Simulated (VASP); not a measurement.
MnB4W, 12 atoms in the cell. The structure is hexagonal, space group P-6m2 (No. 187). The conventional cell has a = 2.983 Å, b = 2.983 Å, c = 13.182 Å, α = 90.00°, β = 90.00°, γ = 120.00°. Within 2.7 Å of Mn (site symmetry 3m) lie 10 B at 2.07 to 2.24 Å and 1 Mn at 2.64 Å. B (site symmetry 3m) has 3 B at 1.84 Å and 1 W at 2.20 Å and 3 Mn at 2.24 Å within 2.4 Å. Within 2.4 Å of B (site symmetry 3m) lie 3 B at 1.84 Å and 1 Mn at 2.07 Å and 3 W at 2.33 Å. Within 2.3 Å of B (site symmetry -6m2) lie 3 B at 1.72 Å. B (site symmetry -6m2) has 3 B at 1.72 Å within 2.3 Å. Within 2.3 Å of B (site symmetry -6m2) lie 3 B at 1.72 Å and 6 Mn at 2.17 Å. B (site symmetry -6m2) has 3 B at 1.72 Å and 6 Mn at 2.17 Å within 2.3 Å. Within 2.9 Å of W (site symmetry 3m) lie 10 B at 2.20 to 2.38 Å. 

```yaml
Program: VASP 6.6.1
Task: single point
Functional: PBE
Potentials_or_basis: VASP PAW PBE potentials, release 64 (Mn_pv, B, W_sv)
Cutoff: 500 eV
k_mesh: 12 × 12 × 4
Occupations: gaussian, width 0.1 eV
Spin: collinear spin, ferromagnetic start
Starting_moments: "[0.16, 0.16, 0.0, 0.0, 0.0, 0.0, 0.0, 0.0, 0.0, 0.0, 0.0, 0.0] μB"
Dipole_correction: no
Further_INCAR_settings: ALGO = Normal; EDIFF = 1e-06; NBANDS = 55
```

Potentials or basis: VASP PAW PBE potentials, release 64 (Mn_pv, B, W_sv).

Command:

```sh
$ cat potpaw_PBE.64/Mn_pv/POTCAR potpaw_PBE.64/B/POTCAR potpaw_PBE.64/W_sv/POTCAR > POTCAR
$ mpirun -np 1 vasp_std > vasp.out
```

Hardware: 1 thread of Intel Xeon 8259CL, on a shared host.

How long does it take, and how much memory?

It took 26 min on 1 thread of Intel Xeon 8259CL, on a shared host, peak memory 0.57 GiB. Counts: scf iterations 20, k points 57.
